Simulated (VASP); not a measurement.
# HfC (zincblende type) (F-43m) in VASP: a series of runs

HfC (zincblende type) is run at these levels: PBE; tasks: electric field gradients.

Everything below comes from runs of VASP 6.6.1. Logs are shortened: lines on timing, memory, paths and dates and some standing lists are left out, and cuts for length are marked.

## Step 1: The cell of the first run

The structure is cubic, space group F-43m (No. 216). Conventional cell: a = 4.942 Å, b = 4.942 Å, c = 4.942 Å, α = 90.00°, β = 90.00°, γ = 90.00°. Within 2.8 Å of Hf (site symmetry -43m) lie 4 C at 2.14 Å. C (site symmetry -43m) has 4 Hf at 2.14 Å within 2.8 Å.

## Step 2: Electric field gradients, PBE (volume scaled by 0.9405)

INCAR

```
PREC = Accurate
ENCUT = 520
EDIFF = 1E-8
ISMEAR = -1
SIGMA = 0.08
LREAL = F
LASPH = T
NELM = 80
ALGO = Normal
ISIF = 2
LWAVE = F
LCHARG = F
GGA = PE
LEFG = T
NBANDS = 14
```

KPOINTS

```
regular mesh
0
Gamma
  11 11 11
```

POSCAR

```
HfC
1.0
    0.0000000000      2.4709741679      2.4709741679
    2.4709741679      0.0000000000      2.4709741679
    2.4709741679      2.4709741679      0.0000000000
Hf C
1 1
Direct
    0.0000000000      0.0000000000      0.0000000000
    0.2500000000      0.2500000000      0.2500000000
```

Potentials or basis: VASP PAW PBE potentials, release 64 (Hf_pv, C).

Launch:

```bash
$ cat potpaw_PBE.64/Hf_pv/POTCAR potpaw_PBE.64/C/POTCAR > POTCAR
$ mpirun -np 1 vasp_std > vasp.out
```

OUTCAR:

```text
PREC = Accurate
   ENCUT = 520
   EDIFF = 1E-8
   ISMEAR = -1
   LREAL = F
   LASPH = T
   NELM = 80
   ISIF = 2
   GGA = PE

 ion  position               nearest neighbor table
   1  0.000  0.000  0.000-   2 2.14   2 2.14   2 2.14   2 2.14
   2  0.250  0.250  0.250-   1 2.14   1 2.14   1 2.14   1 2.14

  LATTYP: Found a face centered cubic cell.
 ALAT       =     4.9419483358

  Lattice vectors:

 A1 = (   0.0000000000,   2.4709741679,   2.4709741679)
 A2 = (   2.4709741679,   0.0000000000,   2.4709741679)
 A3 = (   2.4709741679,   2.4709741679,   0.0000000000)

Analysis of symmetry for initial positions (statically):
=====================================================================
 Subroutine PRICEL returns:
 Original cell was already a primitive cell.

 Routine SETGRP: Setting up the symmetry group for a
 face centered cubic supercell.

 Subroutine GETGRP returns: Found 24 space group operations
 (whereof 24 operations were pure point group operations)
 out of a pool of 48 trial point group operations.

The static configuration has the point symmetry T_d .

Analysis of symmetry for dynamics (positions and initial velocities):
=====================================================================
 Subroutine PRICEL returns:
 Original cell was already a primitive cell.

 Routine SETGRP: Setting up the symmetry group for a
 face centered cubic supercell.

 Subroutine GETGRP returns: Found 24 space group operations
 (whereof 24 operations were pure point group operations)
 out of a pool of 48 trial point group operations.

The dynamic configuration has the point symmetry T_d .

 Subroutine INISYM returns: Found 24 space group operations
 (whereof 24 operations are pure point group operations),
 and found     1 'primitive' translations

----------------------------------------------------------------------------------------

                                     Primitive cell

  volume of cell :      30.1741

  direct lattice vectors                    reciprocal lattice vectors
     0.000000000  2.470974168  2.470974168    -0.202349343  0.202349343  0.202349343
     2.470974168  0.000000000  2.470974168     0.202349343 -0.202349343  0.202349343
     2.470974168  2.470974168  0.000000000     0.202349343  0.202349343 -0.202349343

  length of vectors
     3.494485181  3.494485181  3.494485181     0.350479343  0.350479343  0.350479343

  position of ions in fractional coordinates (direct lattice)
     0.000000000  0.000000000  0.000000000
     0.250000000  0.250000000  0.250000000

  ion indices of the primitive-cell ions
   primitive index   ion index
                 1           1
                 2           2

----------------------------------------------------------------------------------------

 KPOINTS: regular mesh

Automatic generation of k-mesh.
 Grid dimensions read from file:
 generate k-points for:   11   11   11

 Generating k-lattice:

  Cartesian coordinates                     Fractional coordinates (reciprocal lattice)
    -0.018395395  0.018395395  0.018395395     0.090909091  0.000000000  0.000000000
     0.018395395 -0.018395395  0.018395395     0.000000000  0.090909091  0.000000000
     0.018395395  0.018395395 -0.018395395     0.000000000  0.000000000  0.090909091

  Length of vectors
     0.031861758  0.031861758  0.031861758

  Shift w.r.t. Gamma in fractional coordinates (k-lattice)
     0.000000000  0.000000000  0.000000000

 Subroutine IBZKPT returns following result:
 ===========================================

 Found     56 irreducible k-points:

 Following reciprocal coordinates:
            Coordinates               Weight
  0.000000  0.000000  0.000000      1.000000
  0.090909  0.000000  0.000000      8.000000
  0.181818  0.000000  0.000000      8.000000
  0.272727  0.000000  0.000000      8.000000
  0.363636  0.000000  0.000000      8.000000
  0.454545  0.000000  0.000000      8.000000
[... 16 lines left out ...]
 -0.272727  0.181818  0.000000     24.000000
 -0.181818  0.181818  0.000000     12.000000
 [... further k-points ...]
   k-points           NKPTS =     56   k-points in BZ     NKDIM =     56   number of bands    NBANDS=     14
   number of dos      NEDOS =    301   number of ions     NIONS =      2
   total plane-waves  NPLWV =  21952
   dimension x,y,z NGX =    28 NGY =   28 NGZ =   28
   dimension x,y,z NGXF=    56 NGYF=   56 NGZF=   56
   ions per type =               1   1
   NGX,Y,Z   is equivalent  to a cutoff of  13.32, 13.32, 13.32 a.u.
   NGXF,Y,Z  is equivalent  to a cutoff of  26.64, 26.64, 26.64 a.u.
 SYSTEM =  unknown system
   PREC   = accura    normal or accurate (medium, high low for compatibility)
   ISTART =      0    job   : 0-new  1-cont  2-samecut
   ICHARG =      2    charge: 1-file 2-atom 10-const
   ISPIN  =      1    spin polarized calculation?
   LNONCOLLINEAR =      F non collinear calculations
   LSORBIT =      F    spin-orbit coupling
   LASPH  =      T    aspherical Exc in radial PAW
   ENCUT  =  520.0 eV  38.22 Ry    6.18 a.u.   6.50  6.50  6.50*2*pi/ulx,y,z
   NELM   =     80;   NELMIN=  2; NELMDL= -5     # of ELM steps
   EDIFF  = 0.1E-07   stopping-criterion for ELM
   LREAL  =      F    real-space projection
   EDIFFG = 0.1E-06   stopping-criterion for IOM
   NSW    =      0    number of steps for IOM
   IBRION =     -1    ionic relax: 0-MD 1-quasi-New 2-CG
   NFREE  =      0    steps in history (QN), initial steepest desc. (CG)
   ISIF   =      2    stress and relaxation
   ISYM   =      2    0-nonsym 1-usesym 2-fastsym
   POTIM  = 0.5000    time-step for ionic-motion
   TEBEG  =    0.0;   TEEND  =   0.0 temperature during run
   PSTRESS=    0.0 pullay stress
   NELECT =      14.0000    total number of electrons
   NUPDOWN=      -1.0000    fix difference up-down
   EMIN   =  10.00;   EMAX   =-10.00  energy-range for DOS
   EFERMI =   0.00;   METHOD = LEGACY
   ISMEAR =    -1;   SIGMA  =   0.08  broadening in eV -4-tet -1-fermi 0-gaus
   EFERMI_NEDOS =   21; number of points for ismear=-14 and -15
   IALGO  =     38    algorithm
   IMIX   =      4    mixing-type and parameters
     AMIX     =   0.40;   BMIX     =  1.00
     AMIX_MAG =   1.60;   BMIX_MAG =  1.00
  volume/ion in A,a.u.               =      15.09       101.81
  Fermi-wavevector in a.u.,A,eV,Ry     =   1.267377  2.394996 21.854298  1.606246
  Thomas-Fermi vector in A             =   2.400529
   LORBIT       =      0    0 simple, 1 ext, 2 COOP (PROOUT), +10 PAW based schemes
   GGA     = PE    functional components
   LHFCALC =     F    Hartree Fock is set to
   AEXX    =    0.0000 exact exchange contribution
   IVDW    =     0    specifies the selected vdW correction
   LEPSILON=     F    determine dielectric tensor
   LRPA    =     F    only Hartree local field effects (RPA)
 non-spin polarized calculation
  energy-cutoff  :      520.00
  volume of cell :       30.17
 maximum number of plane-waves:       869
 NGX is ok and might be reduce to    28
   NGX = 13   NGY = 13   NGZ = 13

 number of electron      13.9999999 magnetization

 Free energy of the ion-electron system (eV)
  ---------------------------------------------------
  ext. energy  EPLUGINS =         0.00000000
  ---------------------------------------------------
  free energy    TOTEN  =       -19.69984300 eV

  energy without entropy =      -19.69489264  energy(sigma->0) =      -19.69736782

 E-fermi :   4.2489     XC(G=0): -11.0867

 val. band max:        4.0153264661   @ k =  -0.2727   0.4545   0.1818
 cond. band min:       4.4492357410   @ k =  -0.3636   0.4545   0.0909
 fundamental gap:      0.4339092749
 Fermi energy:         4.2489479492

 k-point     1 :       0.0000    0.0000    0.0000
  band No.  band energies     occupation
      1     -25.3399      2.00000
      2     -25.3399      2.00000
      3     -25.3399      2.00000
      4      -6.8126      2.00000
      5       1.6286      2.00000
      6       1.6286      2.00000
      7       1.6286      2.00000
      8       7.5734      0.00000
      9       7.8448      0.00000
     10       7.8448      0.00000
     11      13.6004      0.00000
     12      13.6004      0.00000
     13      13.6004      0.00000
     14      18.1015      0.00000

 k-point     2 :       0.0909    0.0000    0.0000
  band No.  band energies     occupation
      1     -25.3734      2.00000
      2     -25.3446      2.00000
      3     -25.3446      2.00000
      4      -6.6671      2.00000
      5       1.4353      2.00000
      6       1.7023      2.00000
      7       1.7023      2.00000
      8       7.7164      0.00000
      9       7.7164      0.00000
     10       7.9880      0.00000
     11      13.3505      0.00000
     12      13.8400      0.00000
     13      13.8400      0.00000
     14      17.8310      0.00000

 k-point     3 :       0.1818    0.0000    0.0000
  band No.  band energies     occupation
      1     -25.4621      2.00000
      2     -25.3571      2.00000
      3     -25.3571      2.00000
      4      -6.2752      2.00000
      5       1.0589      2.00000
      6       1.8865      2.00000
      7       1.8865      2.00000
      8       7.5135      0.00000
      9       7.5135      0.00000
     10       8.8920      0.00000
     11      12.9389      0.00000
     12      14.1526      0.00000
     13      14.1526      0.00000
     14      15.6388      0.00000
[... 324 lines left out ...]
 k-point    23 :      -0.2727    0.1818    0.0000
  band No.  band energies     occupation
      1     -25.6349      2.00000
      2     -25.4706      2.00000
      3     -25.3888      2.00000
      4      -5.1376      2.00000
      5       0.8901      2.00000
      6       1.9461      2.00000
      7       2.4621      2.00000
      8       6.9461      0.00000
      9       8.3141      0.00000
     10       8.6622      0.00000
     11      12.5953      0.00000
     12      12.9993      0.00000
     13      13.8604      0.00000
     14      15.0105      0.00000

 k-point    24 :      -0.1818    0.1818    0.0000
  band No.  band energies     occupation
      1     -25.5672      2.00000
      2     -25.4346      2.00000
      3     -25.3705      2.00000
      4      -5.5743      2.00000
      5       0.7563      2.00000
      6       2.0549      2.00000
      7       2.2259      2.00000
      8       6.7920      0.00000
      9       8.1451      0.00000
     10       9.4629      0.00000
     11      12.4818      0.00000
     12      13.3491      0.00000
     13      14.4521      0.00000
     14      15.0107      0.00000

 [... further k-points ...]
[... 5 lines left out ...]
  --------------------------------------------------------------------------------------
  -------------------------------------------------------------------------------------
  Total        1.9704620      1.9704620      1.9704620      0.0000000      0.0000000      0.0000000
  in kB      104.6270613    104.6270613    104.6270613      0.0000000      0.0000000      0.0000000
  external PRESSURE =     104.6270613 kB  Pullay stress =       0.0000000 kB

 VOLUME and BASIS-vectors are now :
 -----------------------------------------------------------------------------
  energy-cutoff  :      520.00
  volume of cell :       30.17
      direct lattice vectors                 reciprocal lattice vectors
     0.000000000  2.470974168  2.470974168    -0.202349343  0.202349343  0.202349343
     2.470974168  0.000000000  2.470974168     0.202349343 -0.202349343  0.202349343
     2.470974168  2.470974168  0.000000000     0.202349343  0.202349343 -0.202349343

 POSITION                                       TOTAL-FORCE (eV/Angst)
 -----------------------------------------------------------------------------------
      0.00000      0.00000      0.00000         0.000000      0.000000      0.000000
      1.23549      1.23549      1.23549        -0.000000     -0.000000     -0.000000
 -----------------------------------------------------------------------------------
    total drift:                               -0.000000     -0.000000     -0.000000

  FREE ENERGIE OF THE ION-ELECTRON SYSTEM (eV)
  ---------------------------------------------------
  free  energy   TOTEN  =       -19.6998430029 eV

  energy  without entropy=      -19.6948926353  energy(sigma->0) =      -19.69736782

 Electric field gradients (V/A^2)
---------------------------------------------------------------------
 ion       V_xx      V_yy      V_zz      V_xy      V_xz      V_yz
---------------------------------------------------------------------
   1       0.000     0.000    -0.000     0.000     0.000     0.000
   2       0.000    -0.000     0.000    -0.000    -0.000    -0.000
---------------------------------------------------------------------

 Electric field gradients after diagonalization (V/A^2)
 (convention: |V_zz| > |V_xx| > |V_yy|)
----------------------------------------------------------------------
 ion       V_xx      V_yy      V_zz     asymmetry (V_yy - V_xx)/ V_zz
----------------------------------------------------------------------
   1      -0.000    -0.000     0.001       0.000
   2       0.000     0.000    -0.000       0.000
----------------------------------------------------------------------

           NMR quadrupolar parameters

 Cq : quadrupolar parameter    Cq=e*Q*V_zz/h
 eta: asymmetry parameters     (V_yy - V_xx)/ V_zz
 Q  : nuclear electric quadrupole moment in mb (millibarn)
----------------------------------------------------------------------
 ion       Cq(MHz)       eta       Q (mb)
----------------------------------------------------------------------
   1       0.000       0.000       1.000
   2      -0.000       0.000       1.000
----------------------------------------------------------------------
```

Wall time 16 s (1 thread of AMD EPYC 9R45 (Zen 5), shared host); peak memory 0.14 GiB.

What came out:

| Property | Result |
| --- | --- |
| Free energy | -19.6998 eV |
| Pressure | 10.5 GPa |
| Band gap on the k mesh | 0.43 eV, indirect (the least direct gap lies 0.6 meV higher) |

Levels at points of the mesh, in eV from the valence-band top:
```tsv
k point	band 5	band 6	band 7	band 8	band 9	band 10
(0.00, 0.00, 0.00)	-2.39	-2.39	-2.39	3.56	3.83	3.83
```

Caveat: without QUAD_EFG the Cq values of the log hold for a quadrupole moment of 1 mb, not for the nuclei; spin-orbit coupling is left out, which moves the levels of the heavy elements.

## Step 3: Electric field gradients, PBE (volume scaled by 0.97)

INCAR

```
SYSTEM = HfC
ALGO = Normal
EDIFF = 1E-8
ENCUT = 520
GGA = PE
ISIF = 2
ISMEAR = -1
LASPH = .TRUE.
LCHARG = .FALSE.
LEFG = .TRUE.
LREAL = .FALSE.
LWAVE = .FALSE.
NBANDS = 14
NELM = 100
PREC = Accurate
SIGMA = 0.08
```

KPOINTS

```
k-points
0
G
  11 11 11
  0 0 0
```

POSCAR

```
HfC
1.0
    0.0000000000      2.4965437627      2.4965437627
    2.4965437627      0.0000000000      2.4965437627
    2.4965437627      2.4965437627      0.0000000000
Hf C
1 1
Direct
    0.0000000000      0.0000000000      0.0000000000
    0.2500000000      0.2500000000      0.2500000000
```

Potentials or basis: VASP PAW PBE potentials, release 64 (Hf_pv, C).

Launch:

```bash
$ cat potpaw_PBE.64/Hf_pv/POTCAR potpaw_PBE.64/C/POTCAR > POTCAR
$ mpirun -np 1 vasp_std > vasp.out
```

OUTCAR:

```text
SYSTEM = HfC
   EDIFF = 1E-8
   ENCUT = 520
   GGA = PE
   ISIF = 2
   ISMEAR = -1
   LASPH = .TRUE.
   LREAL = .FALSE.
   NELM = 100
   PREC = Accurate

 ion  position               nearest neighbor table
   1  0.000  0.000  0.000-   2 2.16   2 2.16   2 2.16   2 2.16
   2  0.250  0.250  0.250-   1 2.16   1 2.16   1 2.16   1 2.16

  LATTYP: Found a face centered cubic cell.
 ALAT       =     4.9930875254

  Lattice vectors:

 A1 = (   0.0000000000,   2.4965437627,   2.4965437627)
 A2 = (   2.4965437627,   0.0000000000,   2.4965437627)
 A3 = (   2.4965437627,   2.4965437627,   0.0000000000)

Analysis of symmetry for initial positions (statically):
=====================================================================
 Subroutine PRICEL returns:
 Original cell was already a primitive cell.

 Routine SETGRP: Setting up the symmetry group for a
 face centered cubic supercell.

 Subroutine GETGRP returns: Found 24 space group operations
[... 594 lines left out ...]
  volume of cell :       31.12
      direct lattice vectors                 reciprocal lattice vectors
     0.000000000  2.496543763  2.496543763    -0.200276882  0.200276882  0.200276882
     2.496543763  0.000000000  2.496543763     0.200276882 -0.200276882  0.200276882
     2.496543763  2.496543763  0.000000000     0.200276882  0.200276882 -0.200276882

 POSITION                                       TOTAL-FORCE (eV/Angst)
 -----------------------------------------------------------------------------------
      0.00000      0.00000      0.00000        -0.000000      0.000000     -0.000000
      1.24827      1.24827      1.24827         0.000000     -0.000000      0.000000
 -----------------------------------------------------------------------------------
    total drift:                               -0.000000     -0.000000     -0.000000

  FREE ENERGIE OF THE ION-ELECTRON SYSTEM (eV)
  ---------------------------------------------------
  free  energy   TOTEN  =       -19.7444881908 eV

  energy  without entropy=      -19.7402322712  energy(sigma->0) =      -19.74236023

 Electric field gradients (V/A^2)
---------------------------------------------------------------------
 ion       V_xx      V_yy      V_zz      V_xy      V_xz      V_yz
---------------------------------------------------------------------
   1       0.000     0.000    -0.000     0.000     0.000     0.000
   2      -0.000     0.000    -0.000    -0.000    -0.000    -0.000
---------------------------------------------------------------------

 Electric field gradients after diagonalization (V/A^2)
 (convention: |V_zz| > |V_xx| > |V_yy|)
----------------------------------------------------------------------
 ion       V_xx      V_yy      V_zz     asymmetry (V_yy - V_xx)/ V_zz
----------------------------------------------------------------------
   1      -0.000    -0.000     0.001       0.000
   2       0.000     0.000    -0.000       0.000
----------------------------------------------------------------------

           NMR quadrupolar parameters

 Cq : quadrupolar parameter    Cq=e*Q*V_zz/h
 eta: asymmetry parameters     (V_yy - V_xx)/ V_zz
 Q  : nuclear electric quadrupole moment in mb (millibarn)
----------------------------------------------------------------------
 ion       Cq(MHz)       eta       Q (mb)
----------------------------------------------------------------------
   1       0.000       0.000       1.000
   2      -0.000       0.000       1.000
----------------------------------------------------------------------
```

Wall time 16 s (1 thread of AMD EPYC 9R45 (Zen 5), shared host); peak memory 0.14 GiB.

Results:

```yaml
Free_energy: -19.7445 eV
Pressure: 4.7 GPa
Band_gap_on_the_k_mesh: 0.47 eV, indirect (least direct gap 0.48 eV)
```

Levels at points of the mesh, in eV from the valence-band top:
```tsv
k point	band 3	band 4	band 5	band 6	band 7	band 8	band 9	band 10	band 11	band 12
(0.00, 0.00, 0.00)	-29.45	-10.67	-2.27	-2.27	-2.27	3.45	3.77	3.77	9.40	9.40
```

Caveat: without QUAD_EFG the Cq values of the log hold for a quadrupole moment of 1 mb, not for the nuclei; spin-orbit coupling is left out, which moves the levels of the heavy elements. A k mesh can miss the band edges.
